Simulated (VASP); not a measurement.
# Ga2Te2S (P-3m1) in VASP: further runs

The runs below take Ga2Te2S through relaxation of cell and atoms, single point, with PBE.

Everything below comes from runs of VASP 6.6.1. Logs are shortened: lines on timing, memory, paths and dates and some standing lists are left out, and cuts for length are marked.

## (1) The cell of the first run

The structure is trigonal, space group P-3m1 (No. 164). Conventional cell: a = 4.684 Å, b = 4.684 Å, c = 6.965 Å, α = 90.00°, β = 90.00°, γ = 120.00°. Ga (site symmetry 3m) has 4 Te at 2.83 to 2.96 Å and 3 Ga at 3.44 Å and 3 S at 3.63 Å within 3.7 Å. Within 3.7 Å of Te (site symmetry 3m) lie 4 Ga at 2.83 to 2.96 Å and 3 S at 3.13 Å. Within 4.1 Å of S (site symmetry -3m) lie 6 Te at 3.13 Å and 6 Ga at 3.63 Å.

The cell was built from a structure type or drawn by symmetry, and may not be a known phase.

## (2) Relaxation of cell and atoms, PBE

File INCAR:

```
SYSTEM = Ga2Te2S
PREC = Accurate
ENCUT = 600
EDIFF = 1E-6
ISMEAR = 0
SIGMA = 0.1
LREAL = .FALSE.
LASPH = .TRUE.
NELM = 60
ALGO = Normal
ISIF = 3
LWAVE = .FALSE.
LCHARG = .FALSE.
GGA = PE
IBRION = 2
NSW = 90
EDIFFG = -0.04
```

File KPOINTS:

```
Automatic mesh
0
G
  6 6 4
  0 0 0
```

File POSCAR:

```
Ga2Te2S
1.0
    4.6844435679      0.0000000000      0.0000000000
   -2.3422217839      4.0568471324      0.0000000000
    0.0000000000      0.0000000000      6.9645456083
Ga Te S
2 2 1
Direct
    0.6666666667      0.3333333333      0.3474533578
    0.3333333333      0.6666666667      0.6525466422
    0.3333333333      0.6666666667      0.2272122244
    0.6666666667      0.3333333333      0.7727877756
    0.0000000000      0.0000000000      0.0000000000
```

Potentials or basis: VASP PAW PBE potentials, release 64 (Ga_d, Te, S).

The run is started by

```console
$ cat potpaw_PBE.64/Ga_d/POTCAR potpaw_PBE.64/Te/POTCAR potpaw_PBE.64/S/POTCAR > POTCAR
$ mpirun -np 1 vasp_std > vasp.out
```

OUTCAR:

```text
SYSTEM = Ga2Te2S
   PREC = Accurate
   ENCUT = 600
   EDIFF = 1E-6
   ISMEAR = 0
   LREAL = .FALSE.
   LASPH = .TRUE.
   NELM = 60
   ISIF = 3
   GGA = PE
   IBRION = 2
   NSW = 90
   EDIFFG = -0.04

 ion  position               nearest neighbor table
   1  0.667  0.333  0.347-   3 2.83   3 2.83   3 2.83   4 2.96
   2  0.333  0.667  0.653-   4 2.83   4 2.83   4 2.83   3 2.96
   3  0.333  0.667  0.227-   1 2.83   1 2.83   1 2.83   2 2.96   5 3.13   5 3.13   5 3.13
   4  0.667  0.333  0.773-   2 2.83   2 2.83   2 2.83   1 2.96   5 3.13   5 3.13   5 3.13
   5  0.000  0.000  0.000-   3 3.13   4 3.13   3 3.13   4 3.13   4 3.13   3 3.13

  LATTYP: Found a hexagonal cell.
 ALAT       =     4.6844435679
 C/A-ratio  =     1.4867391414

  Lattice vectors:

 A1 = (   4.6844435679,   0.0000000000,   0.0000000000)
 A2 = (  -2.3422217839,   4.0568471324,   0.0000000000)
 A3 = (   0.0000000000,   0.0000000000,   6.9645456083)

Analysis of symmetry for initial positions (statically):
=====================================================================
 Subroutine PRICEL returns:
 Original cell was already a primitive cell.

 Routine SETGRP: Setting up the symmetry group for a
 hexagonal supercell.

 Subroutine GETGRP returns: Found 12 space group operations
 (whereof 12 operations were pure point group operations)
 out of a pool of 24 trial point group operations.

The static configuration has the point symmetry D_3d.

Analysis of symmetry for dynamics (positions and initial velocities):
=====================================================================
 Subroutine PRICEL returns:
 Original cell was already a primitive cell.

 Routine SETGRP: Setting up the symmetry group for a
 hexagonal supercell.

 Subroutine GETGRP returns: Found 12 space group operations
 (whereof 12 operations were pure point group operations)
 out of a pool of 24 trial point group operations.

The dynamic configuration has the point symmetry D_3d.

 Subroutine INISYM returns: Found 12 space group operations
 (whereof 12 operations are pure point group operations),
 and found     1 'primitive' translations

----------------------------------------------------------------------------------------

                                     Primitive cell

  volume of cell :     132.3547

  direct lattice vectors                    reciprocal lattice vectors
     4.684443568  0.000000000  0.000000000     0.213472526  0.123248420  0.000000000
    -2.342221784  4.056847132  0.000000000     0.000000000  0.246496840  0.000000000
     0.000000000  0.000000000  6.964545608     0.000000000  0.000000000  0.143584385

  length of vectors
     4.684443568  4.684443568  6.964545608     0.246496840  0.246496840  0.143584385

  position of ions in fractional coordinates (direct lattice)
     0.666666667  0.333333333  0.347453358
     0.333333333  0.666666667  0.652546642
     0.333333333  0.666666667  0.227212224
     0.666666667  0.333333333  0.772787776
     0.000000000  0.000000000  0.000000000

  ion indices of the primitive-cell ions
   primitive index   ion index
                 1           1
                 2           2
                 3           3
                 4           4
                 5           5

----------------------------------------------------------------------------------------

 KPOINTS: Automatic mesh

Automatic generation of k-mesh.
 Grid dimensions read from file:
 generate k-points for:    6    6    4

 Generating k-lattice:

  Cartesian coordinates                     Fractional coordinates (reciprocal lattice)
     0.035578754  0.020541403  0.000000000     0.166666667  0.000000000  0.000000000
     0.000000000  0.041082807  0.000000000     0.000000000  0.166666667  0.000000000
     0.000000000  0.000000000  0.035896096     0.000000000  0.000000000  0.250000000

  Length of vectors
     0.041082807  0.041082807  0.035896096

  Shift w.r.t. Gamma in fractional coordinates (k-lattice)
     0.000000000  0.000000000  0.000000000

 Subroutine IBZKPT returns following result:
 ===========================================

 Found     24 irreducible k-points:

 Following reciprocal coordinates:
            Coordinates               Weight
  0.000000  0.000000  0.000000      1.000000
  0.166667  0.000000  0.000000      6.000000
  0.333333 -0.000000  0.000000      6.000000
  0.500000  0.000000  0.000000      3.000000
  0.166667  0.166667  0.000000      6.000000
  0.333333  0.166667  0.000000     12.000000
[... 16 lines left out ...]
  0.333333  0.166667  0.500000     12.000000
  0.333333  0.333333  0.500000      2.000000
   k-points           NKPTS =     24   k-points in BZ     NKDIM =     24   number of bands    NBANDS=     26
   number of dos      NEDOS =    301   number of ions     NIONS =      5
   total plane-waves  NPLWV =  89600
   dimension x,y,z NGX =    40 NGY =   40 NGZ =   56
   dimension x,y,z NGXF=    80 NGYF=   80 NGZF=  112
   ions per type =               2   2   1
[... 70 lines left out ...]
  Total       -0.0692312     -0.0692312      0.1903690     -0.0000000      0.0000000      0.0000000
  in kB       -0.8380565     -0.8380565      2.3044505     -0.0000000      0.0000000      0.0000000
  external PRESSURE =       0.2094458 kB  Pullay stress =       0.0000000 kB

 VOLUME and BASIS-vectors are now :
 -----------------------------------------------------------------------------
  energy-cutoff  :      600.00
  volume of cell :      132.35
      direct lattice vectors                 reciprocal lattice vectors
     4.684443568  0.000000000  0.000000000     0.213472526  0.123248420  0.000000000
    -2.342221784  4.056847132  0.000000000     0.000000000  0.246496840  0.000000000
     0.000000000  0.000000000  6.964545608     0.000000000  0.000000000  0.143584385

 POSITION                                       TOTAL-FORCE (eV/Angst)
 -----------------------------------------------------------------------------------
      2.34222      1.35228      2.41985         0.000000     -0.000000      0.014470
     -0.00000      2.70456      4.54469         0.000000      0.000000     -0.014470
     -0.00000      2.70456      1.58243        -0.000000     -0.000000     -0.060478
      2.34222      1.35228      5.38212        -0.000000      0.000000      0.060478
      0.00000      0.00000      0.00000        -0.000000      0.000000      0.000000
 -----------------------------------------------------------------------------------
    total drift:                                0.000000      0.000000      0.000000

  FREE ENERGIE OF THE ION-ELECTRON SYSTEM (eV)
  ---------------------------------------------------
  free  energy   TOTEN  =       -15.7901498460 eV

  energy  without entropy=      -15.7788397591  energy(sigma->0) =      -15.78449480

--------------------------------------- Ionic step        2  -------------------------------------------

 number of electron      43.9999991 magnetization

 Free energy of the ion-electron system (eV)
  ---------------------------------------------------
  ext. energy  EPLUGINS =         0.00000000
  ---------------------------------------------------
  free energy    TOTEN  =       -15.79083061 eV

  energy without entropy =      -15.77928461  energy(sigma->0) =      -15.78505761

 E-fermi :   5.0296     XC(G=0):  -9.4630

 val. band max:        4.9919230190   @ k =   0.3333   0.1667   0.2500
 cond. band min:       5.0530246868   @ k =  -0.1667   0.5000   0.2500
 fundamental gap:      0.0611016678
 Fermi energy:         5.0295709715

 k-point     1 :       0.0000    0.0000    0.0000
  band No.  band energies     occupation
      1      -9.8970      2.00000
      2      -9.8380      2.00000
      3      -9.8380      2.00000
      4      -9.8371      2.00000
      5      -9.8371      2.00000
      6      -9.8195      2.00000
[... 18 lines left out ...]
     25       7.5911      0.00000
     26       7.5911      0.00000

 k-point     2 :       0.1667    0.0000    0.0000
  band No.  band energies     occupation
      1      -9.8943      2.00000
      2      -9.8449      2.00000
      3      -9.8376      2.00000
      4      -9.8350      2.00000
      5      -9.8342      2.00000
      6      -9.8199      2.00000
[... 18 lines left out ...]
     25       7.5635      0.00000
[... 608 lines left out ...]
     25       7.3988      0.00000
     26       7.9487      0.00000

 k-point    24 :       0.3333    0.3333    0.5000
  band No.  band energies     occupation
      1      -9.8710      2.00000
      2      -9.8710      2.00000
      3      -9.8415      2.00000
      4      -9.8272      2.00000
      5      -9.8272      2.00000
      6      -9.8157      2.00000
[... 18 lines left out ...]
     25       7.8861      0.00000
     26       7.8861      0.00000

------------------------ aborting loop because EDIFF is reached ----------------------------------------

  FORCE on cell =-STRESS in cart. coord.  units (eV):
  Direction    XX          YY          ZZ          XY          YZ          ZX
  --------------------------------------------------------------------------------------
  -------------------------------------------------------------------------------------
  Total       -0.0513282     -0.0513282      0.1228563     -0.0000000      0.0000000      0.0000000
  in kB       -0.6210272     -0.6210272      1.4864561     -0.0000000      0.0000000      0.0000000
  external PRESSURE =       0.0814672 kB  Pullay stress =       0.0000000 kB

 VOLUME and BASIS-vectors are now :
 -----------------------------------------------------------------------------
  energy-cutoff  :      600.00
  volume of cell :      132.42
      direct lattice vectors                 reciprocal lattice vectors
     4.681314454 -0.000000000  0.000000000     0.213615216  0.123330803  0.000000000
    -2.340657227  4.054137240  0.000000000     0.000000000  0.246661605  0.000000000
     0.000000000  0.000000000  6.977337955    -0.000000000 -0.000000000  0.143321136

 POSITION                                       TOTAL-FORCE (eV/Angst)
 -----------------------------------------------------------------------------------
      2.34066      1.35138      2.42500         0.000000     -0.000000      0.024182
     -0.00000      2.70276      4.55234        -0.000000      0.000000     -0.024182
     -0.00000      2.70276      1.58241        -0.000000      0.000000     -0.038485
      2.34066      1.35138      5.39492         0.000000     -0.000000      0.038485
      4.68131     -0.00000      0.00000         0.000000      0.000000      0.000000
 -----------------------------------------------------------------------------------
    total drift:                                0.000000      0.000000      0.000000

  FREE ENERGIE OF THE ION-ELECTRON SYSTEM (eV)
  ---------------------------------------------------
  free  energy   TOTEN  =       -15.7908306138 eV

  energy  without entropy=      -15.7792846058  energy(sigma->0) =      -15.78505761

 reached required accuracy - stopping structural energy minimisation
```

It took 90 s on 1 thread of AMD EPYC 9R45 (Zen 5), shared host; peak memory 0.33 GiB.

What came out:

```yaml
Free_energy: -15.7908 eV
Relaxed_volume: 26.48 Å³/atom
Relaxed_cell: a = 4.681 Å, b = 4.681 Å, c = 6.977 Å, α = 90.00°, β = 90.00°, γ = 120.00°
Space_group_after_relaxing_to_0.1_Å: P-3m1 (No. 164)
Energy_gained_by_relaxing: 0.1 meV/atom
Ionic_steps: 2
Pressure_after_relaxing: 0.0 GPa
Largest_force_after_relaxing: 0.038 eV/Å
Band_gap_on_the_k_mesh: zero (bands 22 and 23 overlap by 1.67 eV)
```

Forces in eV/Å, atoms in the order of the input:
```
Ga   0.000  0.000  0.024
Ga   0.000  0.000 -0.024
Te   0.000  0.000 -0.038
Te   0.000  0.000  0.038
S    0.000  0.000  0.000
```

The path:
```tsv
step	energy change (eV)	largest force (eV/Å)	pressure (GPa)	volume (Å³)
1	0.0000	0.0605	0.02	132.35
2	-0.0007	0.0385	0.01	132.42
```

Final structure:
```
CELL_PARAMETERS angstrom
4.68131 0.00000 0.00000
-2.34066 4.05414 0.00000
0.00000 0.00000 6.97734
ATOMIC_POSITIONS crystal
Ga 0.66667 0.33333 0.34755
Ga 0.33333 0.66667 0.65245
Te 0.33333 0.66667 0.22679
Te 0.66667 0.33333 0.77321
S 0.00000 0.00000 0.00000
```

Levels at points of the mesh, in eV from the Fermi level:
```
           k point  band 20  band 21  band 22  band 23  band 24  band 25
(0.00, 0.00, 0.00)    -1.73    -0.90    -0.70    -0.70    -0.39     2.56
(0.50, 0.00, 0.00)    -2.03    -0.75    -0.35     0.54     2.55     2.68
(0.00, 0.00, 0.50)    -2.06    -1.98    -1.40    -1.40     0.80     2.39
(0.50, 0.00, 0.50)    -2.35    -0.33     0.12     1.11     1.12     1.77
```

Caveat: spin-orbit coupling is left out, which moves the levels of the heavy elements.

## (3) Relaxation of cell and atoms, PBE

This run uses another cell than the first one, of 31.69 Å³/atom.

File INCAR:

```
SYSTEM = Ga2Te2S
ALGO = Normal ; EDIFF = 1E-7
EDIFFG = -0.04 ; ENCUT = 600
GGA = PE ; IBRION = 2
ISIF = 3 ; ISMEAR = 0
LASPH = .TRUE. ; LCHARG = .FALSE.
LREAL = .FALSE. ; LWAVE = .FALSE.
NELM = 100 ; NSW = 90
PREC = Accurate ; SIGMA = 0.1
```

File KPOINTS:

```
k-points
0
G
  6 6 2
  0 0 0
```

File POSCAR:

```
Ga2Te2S
1.0
    4.7945149800      0.0000000000      0.0000000000
   -2.3972574900      4.1521717700      0.0000000000
    0.0000000000      0.0000000000      7.9583086500
Ga Te S
2 2 1
Direct
    0.6666666700      0.3333333300      0.3717364700
    0.3333333300      0.6666666700      0.6282635300
    0.3333333300      0.6666666700      0.2578401600
    0.6666666700      0.3333333300      0.7421598400
    0.0000000000      0.0000000000      0.0000000000
```

Potentials or basis: VASP PAW PBE potentials, release 64 (Ga_d, Te, S).

The run is started by

```console
$ cat potpaw_PBE.64/Ga_d/POTCAR potpaw_PBE.64/Te/POTCAR potpaw_PBE.64/S/POTCAR > POTCAR
$ mpirun -np 1 vasp_std > vasp.out
```

Wall time 10 min (1 thread of AMD EPYC 9R45 (Zen 5), shared host); peak memory 0.34 GiB.

The run converged. Its results:

- Free energy: -15.8561 eV
- Relaxed volume: 26.43 Å³/atom
- Relaxed cell: a = 4.684 Å, b = 4.684 Å, c = 6.955 Å, α = 90.00°, β = 90.00°, γ = 120.00°
- Space group after relaxing (to 0.1 Å): P-3m1 (No. 164)
- Energy gained by relaxing: 111.8 meV/atom
- Ionic steps: 19
- Pressure after relaxing: 0.0 GPa
- Largest force after relaxing: 0.022 eV/Å
- Band gap on the k mesh: zero (bands 22 and 23 overlap by 1.69 eV)

Forces on the atoms (eV/Å):
```
Ga   0.000  0.000 -0.022
Ga   0.000  0.000  0.022
Te   0.000  0.000  0.018
Te   0.000  0.000 -0.018
S    0.000  0.000  0.000
```

Stress tensor (GPa, compression positive):
```
-0.07  0.00  0.00
 0.00 -0.07  0.00
 0.00  0.00  0.02
```

Step by step:
```tsv
step	energy change (eV)	largest force (eV/Å)	pressure (GPa)	volume (Å³)
1	0.0000	0.3855	-3.99	158.43
2	-0.3145	0.7904	-0.96	141.01
3	-0.3344	0.9221	0.32	136.32
4	-0.4149	0.6540	0.36	134.57
5	-0.4842	0.1116	1.11	129.63
6	-0.4893	0.0810	0.89	130.63
7	-0.5150	0.0502	-0.49	134.36
8	-0.5152	0.0614	-0.61	134.73
9	-0.5322	0.1749	-0.35	133.65
10	-0.5337	0.2182	-0.27	133.27
11	-0.5410	0.1700	0.26	131.60
12	-0.5420	0.1368	0.63	130.51
13	-0.5462	0.1063	0.54	130.69
14	-0.5538	0.0622	0.33	131.23
15	-0.5491	0.1721	-0.07	132.28
16	-0.5550	0.1008	0.19	131.58
17	-0.5576	0.0735	-0.06	132.23
18	-0.5580	0.0557	-0.21	132.64
19	-0.5588	0.0215	-0.04	132.14
```

Final structure:
```
Ga Te S
1.0
     4.68395    0.00000    0.00000
    -2.34198    4.05642    0.00000
     0.00000    0.00000    6.95466
Ga Te S
2 2 1
Cartesian
  2.3420 1.3521 2.4294
  0.0000 2.7043 4.5252
  0.0000 2.7043 1.5758
  2.3420 1.3521 5.3789
  0.0000 0.0000 6.9547
```

Levels at points of the mesh, in eV from the Fermi level:
| k point | band 18 | band 19 | band 20 | band 21 | band 22 | band 23 | band 24 | band 25 | band 26 |
| --- | --- | --- | --- | --- | --- | --- | --- | --- | --- |
| (0.00, 0.00, 0.00) | -2.70 | -2.70 | -1.78 | -0.91 | -0.73 | -0.73 | -0.48 | 2.51 | 2.51 |
| (0.50, 0.00, 0.00) | -2.59 | -2.31 | -2.09 | -0.83 | -0.39 | 0.47 | 2.51 | 2.67 | 3.73 |
| (0.00, 0.00, 0.50) | -2.12 | -2.11 | -2.11 | -2.04 | -1.47 | -1.47 | 0.78 | 2.36 | 2.36 |
| (0.50, 0.00, 0.50) | -3.19 | -2.58 | -2.40 | -0.39 | 0.08 | 1.05 | 1.09 | 1.76 | 2.86 |

Caveat: the k points lie up to 0.45 Å⁻¹ apart in the final cell, too coarse for converged energies and pressures of a metal; the volume moved by over 15 % at a fixed basis, so the end points are rough; spin-orbit coupling is left out, which moves the levels of the heavy elements.

## (4) Single point, PBE

This run uses another cell than the first one, of 25.34 Å³/atom.

File INCAR:

```
PREC     = Accurate       # precision mode
ENCUT    = 520            # plane-wave cutoff, eV
EDIFF    = 1E-7           # SCF threshold, eV
ISMEAR   = 0              # smearing method
SIGMA    = 0.1            # smearing width, eV
LREAL    = F              # projectors in reciprocal space
LASPH    = T              # aspherical terms in the spheres
NELM     = 80             # most SCF steps
ALGO     = Normal         # electronic algorithm
ISIF     = 2              # what is computed and relaxed
LWAVE    = F              # write WAVECAR
LCHARG   = F              # write CHGCAR
GGA      = PE             # functional
NBANDS   = 30             # bands
```

File KPOINTS:

```
Automatic mesh
0
Gamma
  12 12 6
```

File POSCAR:

```
Ga2Te2S
1.0
    4.2310457242      0.0000000000      0.0000000000
   -2.1155228621      3.6641930817      0.0000000000
    0.0000000000      0.0000000000      8.1721527061
Ga Te S
2 2 1
Direct
    0.6666666667      0.3333333333      0.3918298915
    0.3333333333      0.6666666667      0.6081701085
    0.3333333333      0.6666666667      0.2268982436
    0.6666666667      0.3333333333      0.7731017564
    0.0000000000      0.0000000000      0.0000000000
```

The run is started by

```console
$ cat potpaw_PBE.64/Ga_d/POTCAR potpaw_PBE.64/Te/POTCAR potpaw_PBE.64/S/POTCAR > POTCAR
$ mpirun -np 1 vasp_std > vasp.out
```

Run time: 4.3 min. Hardware: 1 thread of AMD EPYC 9R45 (Zen 5), shared host; peak memory 0.46 GiB.

It converged, with:

```yaml
Free_energy: -15.8659 eV
Pressure: 0.0 GPa
Largest_force: 0.022 eV/Å
Band_gap_on_the_k_mesh: zero (bands 22 and 23 overlap by 0.70 eV)
```

Forces in eV/Å, atoms in the order of the input:
```
Ga   0.000  0.000  0.005
Ga   0.000  0.000 -0.005
Te   0.000  0.000 -0.022
Te   0.000  0.000  0.022
S    0.000  0.000  0.000
```

Levels at points of the mesh, in eV from the Fermi level:
| k point | band 19 | band 20 | band 21 | band 22 | band 23 | band 24 | band 25 | band 26 |
| --- | --- | --- | --- | --- | --- | --- | --- | --- |
| (0.00, 0.00, 0.00) | -1.83 | -1.53 | -0.28 | -0.28 | 0.37 | 0.61 | 1.42 | 2.50 |
| (0.50, 0.00, 0.00) | -2.35 | -2.16 | -0.94 | -0.48 | -0.32 | 1.14 | 1.99 | 3.35 |
| (0.00, 0.00, 0.50) | -1.38 | -1.38 | -0.81 | -0.81 | -0.70 | 1.36 | 2.02 | 3.19 |
| (0.50, 0.00, 0.50) | -3.02 | -2.90 | -0.64 | -0.07 | 0.25 | 1.23 | 2.34 | 2.56 |

Caveat: spin-orbit coupling is left out, which moves the levels of the heavy elements.

## (5) Summary

```csv
task,cell,k mesh,cutoff (eV),gap on the mesh (eV),pressure (GPa),relaxed volume (Å³/atom),largest force (eV/Å)
relaxation of cell and atoms,"relaxed from a = 4.684, b = 4.684, c = 6.965 Å, angles 90.0, 90.0, 120.0°, 5 atoms, atomic positions A",6 × 6 × 4,600,none,0.0,26.48,0.04
relaxation of cell and atoms,"relaxed from a = 4.795, b = 4.795, c = 7.958 Å, angles 90.0, 90.0, 120.0°, 5 atoms, atomic positions B",6 × 6 × 2,600,none,0.0,26.43,0.02
single point,"a = 4.231, b = 4.231, c = 8.172 Å, angles 90.0, 90.0, 120.0°, 5 atoms, atomic positions C",12 × 12 × 6,520,none,0.0,-,0.02
```

Alike in all rows: level PBE; potentials or basis VASP PAW PBE potentials, release 64 (Ga_d, Te, S); no spin polarisation; smearing gaussian 0.1 eV.

Caveats: some runs use coarse meshes; spin-orbit coupling is left out, which moves the levels of the heavy elements; the volume moved by over 15 % at a fixed basis, so the end points are rough (at least some runs).

Absolute energies hang on the potentials; compare differences alone.
